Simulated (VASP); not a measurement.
# Be2C (Fm-3m) in VASP: further runs

The runs below take Be2C through single point, with PBEsol, LDA, PBE.

Everything below comes from runs of VASP 6.6.1. Logs are shortened: lines on timing, memory, paths and dates and some standing lists are left out, and cuts for length are marked.

**1. The cell of the first run**

It takes space group Fm-3m (No. 225, cubic). The conventional cell has a = 4.311 Å, b = 4.311 Å, c = 4.311 Å, α = 90.00°, β = 90.00°, γ = 90.00°. Within 2.5 Å of Be (site symmetry -43m) lie 4 C at 1.87 Å and 6 Be at 2.16 Å. Within 2.5 Å of C (site symmetry m-3m) lie 8 Be at 1.87 Å.

**2. Single point, PBEsol**

INCAR

```
PREC = Accurate ; ENCUT = 600
EDIFF = 1E-6 ; ISMEAR = -1
SIGMA = 0.02 ; LREAL = False
LASPH = True ; NELM = 120
ALGO = Normal ; ISIF = 2
LWAVE = False ; LCHARG = True
GGA = PS ; LELF = True
LVHAR = True ; NBANDS = 11
GGA_COMPAT = False
```

KPOINTS

```
regular mesh
0
Gamma
  10 10 10
```

POSCAR

```
Be2C
1.0
    0.0000000000      2.1553712461      2.1553712461
    2.1553712461      0.0000000000      2.1553712461
    2.1553712461      2.1553712461      0.0000000000
Be C
2 1
Direct
    0.7500000000      0.7500000000      0.7500000000
    0.2500000000      0.2500000000      0.2500000000
    0.0000000000      0.0000000000      0.0000000000
```

Potentials or basis: VASP PAW PBE potentials, release 64 (Be, C).

Command:

```bash
$ cat potpaw_PBE.64/Be/POTCAR potpaw_PBE.64/C/POTCAR > POTCAR
$ mpirun -np 1 vasp_std > vasp.out
```

OUTCAR:

```text
PREC = Accurate
   ENCUT = 600
   EDIFF = 1E-6
   ISMEAR = -1
   LREAL = False
   LASPH = True
   NELM = 120
   ISIF = 2
   GGA = PS

 ion  position               nearest neighbor table
   1  0.750  0.750  0.750-   3 1.87   3 1.87   3 1.87   3 1.87   2 2.16   2 2.16   2 2.16   2 2.16
                             2 2.16   2 2.16
   2  0.250  0.250  0.250-   3 1.87   3 1.87   3 1.87   3 1.87   1 2.16   1 2.16   1 2.16   1 2.16
                             1 2.16   1 2.16
   3  0.000  0.000  0.000-   1 1.87   2 1.87   1 1.87   1 1.87   1 1.87   2 1.87   2 1.87   2 1.87

  LATTYP: Found a face centered cubic cell.
 ALAT       =     4.3107424922

  Lattice vectors:

 A1 = (   0.0000000000,   2.1553712461,   2.1553712461)
 A2 = (   2.1553712461,   0.0000000000,   2.1553712461)
 A3 = (   2.1553712461,   2.1553712461,   0.0000000000)

Analysis of symmetry for initial positions (statically):
=====================================================================
 Subroutine PRICEL returns:
 Original cell was already a primitive cell.

 Routine SETGRP: Setting up the symmetry group for a
 face centered cubic supercell.

 Subroutine GETGRP returns: Found 48 space group operations
 (whereof 48 operations were pure point group operations)
 out of a pool of 48 trial point group operations.

The static configuration has the point symmetry O_h .

Analysis of symmetry for dynamics (positions and initial velocities):
=====================================================================
 Subroutine PRICEL returns:
 Original cell was already a primitive cell.

 Routine SETGRP: Setting up the symmetry group for a
 face centered cubic supercell.

 Subroutine GETGRP returns: Found 48 space group operations
 (whereof 48 operations were pure point group operations)
 out of a pool of 48 trial point group operations.

The dynamic configuration has the point symmetry O_h .

 Subroutine INISYM returns: Found 48 space group operations
 (whereof 48 operations are pure point group operations),
 and found     1 'primitive' translations

----------------------------------------------------------------------------------------

                                     Primitive cell

  volume of cell :      20.0261

  direct lattice vectors                    reciprocal lattice vectors
     0.000000000  2.155371246  2.155371246    -0.231978598  0.231978598  0.231978598
     2.155371246  0.000000000  2.155371246     0.231978598 -0.231978598  0.231978598
     2.155371246  2.155371246  0.000000000     0.231978598  0.231978598 -0.231978598
[... 90 lines left out ...]
   IBRION =     -1    ionic relax: 0-MD 1-quasi-New 2-CG
   NFREE  =      0    steps in history (QN), initial steepest desc. (CG)
   ISIF   =      2    stress and relaxation
   ISYM   =      2    0-nonsym 1-usesym 2-fastsym
   POTIM  = 0.5000    time-step for ionic-motion
   TEBEG  =    0.0;   TEEND  =   0.0 temperature during run
   PSTRESS=    0.0 pullay stress
   NELECT =       8.0000    total number of electrons
   NUPDOWN=      -1.0000    fix difference up-down
   EMIN   =  10.00;   EMAX   =-10.00  energy-range for DOS
   EFERMI =   0.00;   METHOD = LEGACY
   ISMEAR =    -1;   SIGMA  =   0.02  broadening in eV -4-tet -1-fermi 0-gaus
   EFERMI_NEDOS =   21; number of points for ismear=-14 and -15
   IALGO  =     38    algorithm
   IMIX   =      4    mixing-type and parameters
     AMIX     =   0.40;   BMIX     =  1.00
     AMIX_MAG =   1.60;   BMIX_MAG =  1.00
  volume/ion in A,a.u.               =       6.68        45.05
  Fermi-wavevector in a.u.,A,eV,Ry     =   1.205700  2.278443 19.778973  1.453713
  Thomas-Fermi vector in A             =   2.341389
   LORBIT       =      0    0 simple, 1 ext, 2 COOP (PROOUT), +10 PAW based schemes
   GGA     = PS    functional components
   LHFCALC =     F    Hartree Fock is set to
   AEXX    =    0.0000 exact exchange contribution
   IVDW    =     0    specifies the selected vdW correction
   LEPSILON=     F    determine dielectric tensor
   LRPA    =     F    only Hartree local field effects (RPA)
 non-spin polarized calculation
  energy-cutoff  :      600.00
  volume of cell :       20.03
 maximum number of plane-waves:       692
   NGX = 13   NGY = 13   NGZ = 13

 number of electron       8.0000000 magnetization

 Free energy of the ion-electron system (eV)
  ---------------------------------------------------
  ext. energy  EPLUGINS =         0.00000000
  ---------------------------------------------------
  free energy    TOTEN  =       -18.41284959 eV

  energy without entropy =      -18.41284959  energy(sigma->0) =      -18.41284959

 E-fermi :   8.2259     XC(G=0): -11.5635

 val. band max:        7.8180336921   @ k =   0.0000   0.0000   0.0000
 cond. band min:       8.8835952004   @ k =   0.5000   0.5000   0.0000
 fundamental gap:      1.0655615083
 Fermi energy:         8.2259289359

 k-point     1 :       0.0000    0.0000    0.0000
  band No.  band energies     occupation
      1      -7.3104      2.00000
      2       7.8180      2.00000
      3       7.8180      2.00000
      4       7.8180      2.00000
      5      11.9269      0.00000
      6      11.9269      0.00000
      7      11.9269      0.00000
      8      14.6659      0.00000
      9      21.0014      0.00000
     10      21.0014      0.00000
     11      21.0014      0.00000
[... 309 lines left out ...]
 k-point    24 :       0.4000    0.3000    0.0000
  band No.  band energies     occupation
      1      -4.8038      2.00000
      2       2.2803      2.00000
      3       3.5875      2.00000
      4       3.7279      2.00000
      5      10.4688      0.00000
      6      13.6364      0.00000
      7      18.1491      0.00000
      8      18.3188      0.00000
      9      21.8378      0.00000
     10      24.8612      0.00000
     11      25.5979      0.00000

 [... further k-points ...]
[... 5 lines left out ...]
  --------------------------------------------------------------------------------------
  -------------------------------------------------------------------------------------
  Total        0.0704067      0.0704067      0.0704067      0.0000000      0.0000000     -0.0000000
  in kB        5.6328514      5.6328514      5.6328514      0.0000000      0.0000000     -0.0000000
  external PRESSURE =       5.6328514 kB  Pullay stress =       0.0000000 kB

 VOLUME and BASIS-vectors are now :
 -----------------------------------------------------------------------------
  energy-cutoff  :      600.00
  volume of cell :       20.03
      direct lattice vectors                 reciprocal lattice vectors
     0.000000000  2.155371246  2.155371246    -0.231978598  0.231978598  0.231978598
     2.155371246  0.000000000  2.155371246     0.231978598 -0.231978598  0.231978598
     2.155371246  2.155371246  0.000000000     0.231978598  0.231978598 -0.231978598

 POSITION                                       TOTAL-FORCE (eV/Angst)
 -----------------------------------------------------------------------------------
      3.23306      3.23306      3.23306         0.000000      0.000000      0.000000
      1.07769      1.07769      1.07769        -0.000000     -0.000000     -0.000000
      0.00000      0.00000      0.00000         0.000000      0.000000      0.000000
 -----------------------------------------------------------------------------------
    total drift:                               -0.000000     -0.000000      0.000000

  FREE ENERGIE OF THE ION-ELECTRON SYSTEM (eV)
  ---------------------------------------------------
  free  energy   TOTEN  =       -18.4128495946 eV

  energy  without entropy=      -18.4128495946  energy(sigma->0) =      -18.41284959
```

stdout:

```text
POSCAR found type information on POSCAR BeC
 POSCAR found :  2 types and       3 ions
 scaLAPACK will be used
 -----------------------------------------------------------------------------
|                                                                             |
|                                                                             |
|     You enforced a specific xc type in the INCAR file but a different       |
|     I HOPE YOU KNOW WHAT YOU ARE DOING!                                     |
|                                                                             |
 -----------------------------------------------------------------------------

 LDA part: xc-table for (Slater+PW92), standard interpolation
 POSCAR, INCAR and KPOINTS ok, starting setup
 FFT: planning ... GRIDC
 FFT: planning ... GRID_SOFT
 FFT: planning ... GRID
 WAVECAR not read
 entering main loop
```

It took 20 s on 1 thread of Intel Xeon 8259CL, shared host; peak memory 0.14 GiB.

Results:

```yaml
Free_energy: -18.4128 eV
Pressure: 0.6 GPa
Band_gap_on_the_k_mesh: 1.07 eV (least direct gap 4.11 eV)
```

Levels at points of the mesh, in eV from the valence-band top:
| k point | band 2 | band 3 | band 4 | band 5 | band 6 | band 7 |
| --- | --- | --- | --- | --- | --- | --- |
| (0.00, 0.00, 0.00) | 0.00 | 0.00 | 0.00 | 4.11 | 4.11 | 4.11 |
| (0.50, 0.00, 0.00) | -8.85 | -1.86 | -1.86 | 4.97 | 4.97 | 7.15 |
| (0.50, 0.50, 0.00) | -6.83 | -4.81 | -4.81 | 1.07 | 5.81 | 13.34 |

Caveat: the PAW data sets were made with another functional, which shifts forces and pressure a little. A k mesh can miss the band edges.

**3. Single point, LDA**

This run uses another cell than the first one, of 6.48 Å³/atom.

INCAR

```
SYSTEM = Be2C
  ALGO = Normal
  EDIFF = 1E-6
  ENCUT = 600
  GGA = CA
  GGA_COMPAT = .False.
  ISIF = 2
  ISMEAR = -1
  LASPH = .True.
  LCHARG = .True.
  LELF = .True.
  LREAL = .False.
  LVHAR = .True.
  LWAVE = .False.
  NBANDS = 11
  NELM = 120
  PREC = Accurate
  SIGMA = 0.02
```

KPOINTS

```
k-points
0
Gamma
  10 10 10
  0 0 0
```

POSCAR

```
Be2C
1.0
    0.0000000000      2.1341627887      2.1341627887
    2.1341627887      0.0000000000      2.1341627887
    2.1341627887      2.1341627887      0.0000000000
Be C
2 1
Direct
    0.7500000000      0.7500000000      0.7500000000
    0.2500000000      0.2500000000      0.2500000000
    0.0000000000      0.0000000000      0.0000000000
```

Potentials or basis: VASP PAW LDA potentials, release 64 (Be, C).

Command:

```bash
$ cat potpaw_LDA.64/Be/POTCAR potpaw_LDA.64/C/POTCAR > POTCAR
$ mpirun -np 1 vasp_std > vasp.out
```

It took 16 s on 1 thread of Intel Xeon 8259CL, shared host; peak memory 0.13 GiB.

It converged, with:

```
Free energy            : -19.4324 eV
Pressure               : 0.5 GPa
Band gap on the k mesh : 1.20 eV (least direct gap 4.10 eV)
```

Levels at points of the mesh, in eV from the valence-band top:
```
           k point  band 1  band 2  band 3  band 4  band 5  band 6  band 7  band 8
(0.00, 0.00, 0.00)  -15.17    0.00    0.00    0.00    4.10    4.10    4.10    7.35
(0.50, 0.00, 0.00)  -12.21   -8.95   -1.91   -1.91    5.01    5.01    7.59    9.99
(0.50, 0.50, 0.00)  -11.48   -6.85   -4.92   -4.92    1.20    6.10   13.55   13.55
```

A k mesh can miss the band edges.

**4. Single point, PBE**

This run uses another cell than the first one, of 6.76 Å³/atom.

INCAR

```
PREC = Accurate
ENCUT = 600
EDIFF = 1E-6
ISMEAR = -1
SIGMA = 0.02
LREAL = False
LASPH = True
NELM = 120
ALGO = Normal
ISIF = 2
LWAVE = False
LCHARG = True
GGA = PE
LELF = True
LVHAR = True
NBANDS = 11
GGA_COMPAT = False
```

KPOINTS

```
Automatic mesh
0
Gamma
  10 10 10
```

POSCAR

```
Be2C
1.0
    0.0000000000      2.1641921607      2.1641921607
    2.1641921607      0.0000000000      2.1641921607
    2.1641921607      2.1641921607      0.0000000000
Be C
2 1
Direct
    0.7500000000      0.7500000000      0.7500000000
    0.2500000000      0.2500000000      0.2500000000
    0.0000000000      0.0000000000      0.0000000000
```

Potentials or basis: VASP PAW PBE potentials, release 64 (Be, C).

Command:

```bash
$ cat potpaw_PBE.64/Be/POTCAR potpaw_PBE.64/C/POTCAR > POTCAR
$ mpirun -np 1 vasp_std > vasp.out
```

It used 13 s of CPU time on 1 thread of Intel Xeon 8259CL (shared host).

The run converged. Its results:

```
Free energy            : -17.4569 eV
Pressure               : 0.3 GPa
Band gap on the k mesh : 1.16 eV (least direct gap 4.13 eV)
```

Levels at points of the mesh, in eV from the valence-band top:
| k point | band 2 | band 3 | band 4 | band 5 | band 6 | band 7 |
| --- | --- | --- | --- | --- | --- | --- |
| (0.00, 0.00, 0.00) | 0.00 | 0.00 | 0.00 | 4.13 | 4.13 | 4.13 |
| (0.50, 0.00, 0.00) | -8.73 | -1.83 | -1.83 | 5.01 | 5.01 | 7.01 |
| (0.50, 0.50, 0.00) | -6.78 | -4.73 | -4.73 | 1.16 | 5.73 | 13.25 |

**5. Summary**

| level | potentials or basis | cell | gap on the mesh (eV) | pressure (GPa) |
| --- | --- | --- | --- | --- |
| PBEsol | VASP PAW PBE potentials, release 64 (Be, C) | a = 3.048 Å, angles 60.0°, 3 atoms | 1.07 | 0.6 |
| LDA | VASP PAW LDA potentials, release 64 (Be, C) | a = 3.018 Å, angles 60.0°, 3 atoms | 1.20 | 0.5 |
| PBE | VASP PAW PBE potentials, release 64 (Be, C) | a = 3.061 Å, angles 60.0°, 3 atoms | 1.16 | 0.3 |

Alike in all rows: task single point; no spin polarisation; k mesh 10 × 10 × 10; cutoff (eV) 600; smearing fermi-dirac 0.02 eV.

Caveats: the PAW data sets were made with another functional, which shifts forces and pressure a little (at least some runs).

Total energies depend on the potentials used, so only differences within one code and one set of settings carry meaning.
